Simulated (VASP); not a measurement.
# TiCo3 (Pm-3m) in VASP: single point with PBEsol

Aim: the single point of TiCo3 with PBEsol.

Everything below comes from runs of VASP 6.6.1. Logs are shortened: lines on timing, memory, paths and dates and some standing lists are left out, and cuts for length are marked.

## (1) The cell of the first run

The structure is cubic, space group Pm-3m (No. 221). Conventional cell: a = 3.595 Å, b = 3.595 Å, c = 3.595 Å, α = 90.00°, β = 90.00°, γ = 90.00°. Within 3.4 Å of Co (site symmetry 4/mmm) lie 8 Co at 2.54 Å and 4 Ti at 2.54 Å. Ti (site symmetry m-3m) has 12 Co at 2.54 Å within 3.4 Å.

## (2) Single point, PBEsol, collinear spin, ferromagnetic start

Contents of INCAR:

```
SYSTEM = TiCo3
PREC = Accurate ; ENCUT = 550
EDIFF = 1E-6 ; ISMEAR = -1
SIGMA = 0.05 ; LREAL = .False.
LASPH = .True. ; NELM = 300
ALGO = All ; ISIF = 2
LWAVE = .False. ; LCHARG = .True.
ISPIN = 2 ; MAGMOM = 2 2 2 1
LORBIT = 11 ; LMAXMIX = 4
GGA = PS ; LVHAR = .True.
NBANDS = 32 ; GGA_COMPAT = .False.
ISEARCH = 1 ; KPAR = 4
```

Contents of KPOINTS:

```
regular mesh
0
Gamma
  8 8 8
  0 0 0
```

Contents of POSCAR:

```
TiCo3
1.0
    3.5946496958      0.0000000000      0.0000000000
    0.0000000000      3.5946496958      0.0000000000
    0.0000000000      0.0000000000      3.5946496958
Co Ti
3 1
Direct
    0.5000000000      0.5000000000      0.0000000000
    0.5000000000      0.0000000000      0.5000000000
    0.0000000000      0.5000000000      0.5000000000
    0.0000000000      0.0000000000      0.0000000000
```

Potentials or basis: VASP PAW PBE potentials, release 64 (Co, Ti_sv).

Launch:

```console
> cat potpaw_PBE.64/Co/POTCAR potpaw_PBE.64/Ti_sv/POTCAR > POTCAR
> mpirun -np 4 vasp_std > vasp.out
```

OUTCAR:

```text
SYSTEM = TiCo3
   PREC = Accurate
   ENCUT = 550
   EDIFF = 1E-6
   ISMEAR = -1
   LREAL = .False.
   LASPH = .True.
   NELM = 300
   ISIF = 2
   ISPIN = 2
   LORBIT = 11
   GGA = PS

 ion  position               nearest neighbor table
   1  0.500  0.500  0.000-   2 2.54   3 2.54   4 2.54   2 2.54   3 2.54   2 2.54   4 2.54   2 2.54
                             3 2.54   4 2.54   3 2.54   4 2.54
   2  0.500  0.000  0.500-   1 2.54   3 2.54   4 2.54   1 2.54   4 2.54   1 2.54   3 2.54   1 2.54
                             3 2.54   4 2.54   4 2.54   3 2.54
   3  0.000  0.500  0.500-   1 2.54   2 2.54   4 2.54   1 2.54   4 2.54   2 2.54   4 2.54   4 2.54
                             1 2.54   2 2.54   1 2.54   2 2.54
   4  0.000  0.000  0.000-   1 2.54   2 2.54   3 2.54   2 2.54   3 2.54   1 2.54   3 2.54   3 2.54
                             1 2.54   2 2.54   2 2.54   1 2.54

  LATTYP: Found a simple cubic cell.
 ALAT       =     3.5946496958

  Lattice vectors:

 A1 = (   3.5946496958,   0.0000000000,   0.0000000000)
 A2 = (   0.0000000000,   3.5946496958,   0.0000000000)
 A3 = (   0.0000000000,   0.0000000000,   3.5946496958)

Analysis of symmetry for initial positions (statically):
=====================================================================
 Subroutine PRICEL returns:
 Original cell was already a primitive cell.

 Routine SETGRP: Setting up the symmetry group for a
 simple cubic supercell.

 Subroutine GETGRP returns: Found 48 space group operations
 (whereof 48 operations were pure point group operations)
 out of a pool of 48 trial point group operations.

The static configuration has the point symmetry O_h .

Analysis of symmetry for dynamics (positions and initial velocities):
=====================================================================
 Subroutine PRICEL returns:
 Original cell was already a primitive cell.

 Routine SETGRP: Setting up the symmetry group for a
 simple cubic supercell.

 Subroutine GETGRP returns: Found 48 space group operations
 (whereof 48 operations were pure point group operations)
 out of a pool of 48 trial point group operations.

The dynamic configuration has the point symmetry O_h .

Analysis of structural, dynamic, and magnetic symmetry:
=====================================================================
 Subroutine PRICEL returns:
 Original cell was already a primitive cell.

 Routine SETGRP: Setting up the symmetry group for a
 simple cubic supercell.

 Subroutine GETGRP returns: Found 48 space group operations
 (whereof 48 operations were pure point group operations)
 out of a pool of 48 trial point group operations.

The overall configuration has the point symmetry O_h .

 Subroutine INISYM returns: Found 48 space group operations
 (whereof 48 operations are pure point group operations),
 and found     1 'primitive' translations

----------------------------------------------------------------------------------------

                                     Primitive cell

  volume of cell :      46.4483

  direct lattice vectors                    reciprocal lattice vectors
     3.594649696  0.000000000  0.000000000     0.278191224  0.000000000  0.000000000
     0.000000000  3.594649696  0.000000000     0.000000000  0.278191224  0.000000000
     0.000000000  0.000000000  3.594649696     0.000000000  0.000000000  0.278191224

  length of vectors
     3.594649696  3.594649696  3.594649696     0.278191224  0.278191224  0.278191224

  position of ions in fractional coordinates (direct lattice)
     0.500000000  0.500000000  0.000000000
     0.500000000  0.000000000  0.500000000
     0.000000000  0.500000000  0.500000000
     0.000000000  0.000000000  0.000000000

  ion indices of the primitive-cell ions
   primitive index   ion index
                 1           1
                 2           2
                 3           3
                 4           4

----------------------------------------------------------------------------------------

 KPOINTS: regular mesh

Automatic generation of k-mesh.
 Grid dimensions read from file:
 generate k-points for:    8    8    8

 Generating k-lattice:

  Cartesian coordinates                     Fractional coordinates (reciprocal lattice)
     0.034773903  0.000000000  0.000000000     0.125000000  0.000000000  0.000000000
     0.000000000  0.034773903  0.000000000     0.000000000  0.125000000  0.000000000
     0.000000000  0.000000000  0.034773903     0.000000000  0.000000000  0.125000000

  Length of vectors
     0.034773903  0.034773903  0.034773903

  Shift w.r.t. Gamma in fractional coordinates (k-lattice)
     0.000000000  0.000000000  0.000000000

 Subroutine IBZKPT returns following result:
 ===========================================

 Found     35 irreducible k-points:

 Following reciprocal coordinates:
            Coordinates               Weight
  0.000000  0.000000  0.000000      1.000000
  0.125000  0.000000  0.000000      6.000000
  0.250000  0.000000  0.000000      6.000000
  0.375000  0.000000  0.000000      6.000000
  0.500000  0.000000  0.000000      3.000000
  0.125000  0.125000  0.000000     12.000000
[... 16 lines left out ...]
  0.375000  0.375000  0.125000     24.000000
  0.500000  0.375000  0.125000     24.000000
 [... further k-points ...]
   k-points           NKPTS =     35   k-points in BZ     NKDIM =     35   number of bands    NBANDS=     32
   number of dos      NEDOS =    301   number of ions     NIONS =      4
   total plane-waves  NPLWV =  21952
   dimension x,y,z NGX =    28 NGY =   28 NGZ =   28
   dimension x,y,z NGXF=    56 NGYF=   56 NGZF=   56
   ions per type =               3   1
   NGX,Y,Z   is equivalent  to a cutoff of  12.95, 12.95, 12.95 a.u.
   NGXF,Y,Z  is equivalent  to a cutoff of  25.90, 25.90, 25.90 a.u.
 SYSTEM =  TiCo3
   PREC   = accura    normal or accurate (medium, high low for compatibility)
   ISTART =      0    job   : 0-new  1-cont  2-samecut
   ICHARG =      2    charge: 1-file 2-atom 10-const
   ISPIN  =      2    spin polarized calculation?
   LNONCOLLINEAR =      F non collinear calculations
   LSORBIT =      F    spin-orbit coupling
   LASPH  =      T    aspherical Exc in radial PAW
   ENCUT  =  550.0 eV  40.42 Ry    6.36 a.u.   6.87  6.87  6.87*2*pi/ulx,y,z
   NELM   =    300;   NELMIN=  2; NELMDL= -5     # of ELM steps
   EDIFF  = 0.1E-05   stopping-criterion for ELM
   LREAL  =      F    real-space projection
   EDIFFG = 0.1E-04   stopping-criterion for IOM
   NSW    =      0    number of steps for IOM
   IBRION =     -1    ionic relax: 0-MD 1-quasi-New 2-CG
   NFREE  =      0    steps in history (QN), initial steepest desc. (CG)
   ISIF   =      2    stress and relaxation
   ISYM   =      2    0-nonsym 1-usesym 2-fastsym
   POTIM  = 0.5000    time-step for ionic-motion
   TEBEG  =    0.0;   TEEND  =   0.0 temperature during run
   PSTRESS=    0.0 pullay stress
   NELECT =      39.0000    total number of electrons
   NUPDOWN=      -1.0000    fix difference up-down
   EMIN   =  10.00;   EMAX   =-10.00  energy-range for DOS
   EFERMI =   0.00;   METHOD = LEGACY
   ISMEAR =    -1;   SIGMA  =   0.05  broadening in eV -4-tet -1-fermi 0-gaus
   EFERMI_NEDOS =   21; number of points for ismear=-14 and -15
   IALGO  =     58    algorithm
   IMIX   =      4    mixing-type and parameters
     AMIX     =   0.40;   BMIX     =  1.00
     AMIX_MAG =   1.60;   BMIX_MAG =  1.00
  volume/ion in A,a.u.               =      11.61        78.36
  Fermi-wavevector in a.u.,A,eV,Ry     =   1.544447  2.918582 32.454219  2.385318
  Thomas-Fermi vector in A             =   2.649967
   LORBIT       =     11    0 simple, 1 ext, 2 COOP (PROOUT), +10 PAW based schemes
   GGA     = PS    functional components
   LHFCALC =     F    Hartree Fock is set to
   AEXX    =    0.0000 exact exchange contribution
   IVDW    =     0    specifies the selected vdW correction
   LEPSILON=     F    determine dielectric tensor
   LRPA    =     F    only Hartree local field effects (RPA)
 spin polarized calculation
  energy-cutoff  :      550.00
  volume of cell :       46.45
 maximum number of plane-waves:      1382
 NGX is ok and might be reduce to    28
   NGX = 13   NGY = 13   NGZ = 13

 number of electron      39.0000041 magnetization       2.5869953

 Free energy of the ion-electron system (eV)
  ---------------------------------------------------
  ext. energy  EPLUGINS =         0.00000000
  ---------------------------------------------------
  free energy    TOTEN  =       -32.66212172 eV

  energy without entropy =      -32.62140730  energy(sigma->0) =      -32.64176451

 E-fermi :  10.0366     XC(G=0): -13.3398

 val. band max:       10.0288027102   @ k =   0.5000   0.0000   0.0000
 cond. band min:      10.0485111234   @ k =   0.2500   0.1250   0.1250
 fundamental gap:      0.0197084132
 Fermi energy:        10.0365610597

 spin component 1

 k-point     1 :       0.0000    0.0000    0.0000
  band No.  band energies     occupation
      1     -46.1094      1.00000
      2     -22.4604      1.00000
      3     -22.4604      1.00000
      4     -22.4604      1.00000
      5       1.9694      1.00000
      6       5.4909      1.00000
[... 23 lines left out ...]
     30      21.2061      0.00000
     31      21.2061      0.00000

 k-point     2 :       0.1250    0.0000    0.0000
  band No.  band energies     occupation
      1     -46.1088      1.00000
      2     -22.4695      1.00000
      3     -22.4607      1.00000
      4     -22.4607      1.00000
      5       2.1766      1.00000
      6       5.5657      1.00000
[... 23 lines left out ...]
     30      21.1265      0.00000
     31      22.1484      0.00000

 k-point     3 :       0.2500    0.0000    0.0000
  band No.  band energies     occupation
      1     -46.1072      1.00000
      2     -22.4914      1.00000
      3     -22.4615      1.00000
      4     -22.4615      1.00000
      5       2.7763      1.00000
      6       5.6753      1.00000
[... 703 lines left out ...]
     30      20.9788      0.00000
     31      21.3846      0.00000

 k-point    24 :       0.5000    0.3750    0.1250
  band No.  band energies     occupation
      1     -46.1025      1.00000
      2     -22.5109      1.00000
      3     -22.5026      1.00000
      4     -22.4695      1.00000
      5       5.6554      1.00000
      6       6.0159      1.00000
[... 23 lines left out ...]
     30      20.2447      0.00000
     31      21.7761      0.00000

 [... further k-points ...]

 spin component 2

 k-point     1 :       0.0000    0.0000    0.0000
  band No.  band energies     occupation
      1     -46.4487      1.00000
      2     -22.8043      1.00000
      3     -22.8043      1.00000
      4     -22.8043      1.00000
      5       1.9502      1.00000
      6       5.9342      1.00000
[... 23 lines left out ...]
     30      21.4076      0.00000
     31      21.4957      0.00000

 k-point     2 :       0.1250    0.0000    0.0000
  band No.  band energies     occupation
      1     -46.4481      1.00000
      2     -22.8132      1.00000
      3     -22.8046      1.00000
      4     -22.8046      1.00000
      5       2.1583      1.00000
      6       6.0087      1.00000
[... 23 lines left out ...]
     30      21.3907      0.00000
     31      22.4952      0.00000

 k-point     3 :       0.2500    0.0000    0.0000
  band No.  band energies     occupation
      1     -46.4466      1.00000
      2     -22.8349      1.00000
      3     -22.8054      1.00000
      4     -22.8054      1.00000
      5       2.7621      1.00000
      6       6.0761      1.00000
[... 703 lines left out ...]
     30      21.1295      0.00000
     31      21.5748      0.00000

 k-point    24 :       0.5000    0.3750    0.1250
  band No.  band energies     occupation
      1     -46.4418      1.00000
      2     -22.8543      1.00000
      3     -22.8460      1.00000
      4     -22.8132      1.00000
      5       5.8146      1.00000
      6       6.2120      1.00000
[... 23 lines left out ...]
     30      20.3827      0.00000
     31      22.0120      0.00000

 [... further k-points ...]

 [bands above 31 left out]

------------------------ aborting loop because EDIFF is reached ----------------------------------------

  FORCE on cell =-STRESS in cart. coord.  units (eV):
  Direction    XX          YY          ZZ          XY          YZ          ZX
  --------------------------------------------------------------------------------------
  -------------------------------------------------------------------------------------
  Total       -2.3234152     -2.3234152     -2.3234152      0.0000000      0.0000000      0.0000000
  in kB      -80.1433862    -80.1433862    -80.1433862      0.0000000      0.0000000      0.0000000
  external PRESSURE =     -80.1433862 kB  Pullay stress =       0.0000000 kB

 VOLUME and BASIS-vectors are now :
 -----------------------------------------------------------------------------
  energy-cutoff  :      550.00
  volume of cell :       46.45
      direct lattice vectors                 reciprocal lattice vectors
     3.594649696  0.000000000  0.000000000     0.278191224  0.000000000  0.000000000
     0.000000000  3.594649696  0.000000000     0.000000000  0.278191224  0.000000000
     0.000000000  0.000000000  3.594649696     0.000000000  0.000000000  0.278191224

 POSITION                                       TOTAL-FORCE (eV/Angst)
 -----------------------------------------------------------------------------------
      1.79732      1.79732      0.00000         0.000000      0.000000      0.000000
      1.79732      0.00000      1.79732         0.000000      0.000000      0.000000
      0.00000      1.79732      1.79732         0.000000      0.000000      0.000000
      0.00000      0.00000      0.00000         0.000000      0.000000      0.000000
 -----------------------------------------------------------------------------------
    total drift:                                0.000000      0.000000      0.000000

  FREE ENERGIE OF THE ION-ELECTRON SYSTEM (eV)
  ---------------------------------------------------
  free  energy   TOTEN  =       -32.6621217219 eV

  energy  without entropy=      -32.6214125413  energy(sigma->0) =      -32.64176713

 total charge

# of ion       s       p       d       tot
------------------------------------------
    1        0.505   0.507   7.309   8.321
    2        0.505   0.507   7.309   8.321
    3        0.505   0.507   7.309   8.321
    4        2.267   6.194   1.939  10.401
--------------------------------------------------
tot          3.781   7.716  23.865  35.362

 magnetization (x)

# of ion       s       p       d       tot
------------------------------------------
    1       -0.006  -0.023   1.058   1.029
    2       -0.006  -0.023   1.058   1.029
    3       -0.006  -0.023   1.058   1.029
    4       -0.009  -0.028  -0.356  -0.392
--------------------------------------------------
tot         -0.026  -0.098   2.819   2.694
```

It took 25 s on 4 MPI ranks of Intel Xeon 6975P-C (Granite Rapids), shared host; peak memory 0.31 GiB.

What came out:

- Free energy: -32.6621 eV
- Pressure: -8.0 GPa
- Net moment: 2.59 μB per cell
- Site moments: Co +1.03; Ti -0.39 μB
- Valence electrons inside the program's atomic spheres: Co 8.32; Ti 10.40

Caveat: the cell stands under tension; the PAW data sets were made with another functional, which shifts forces and pressure a little.
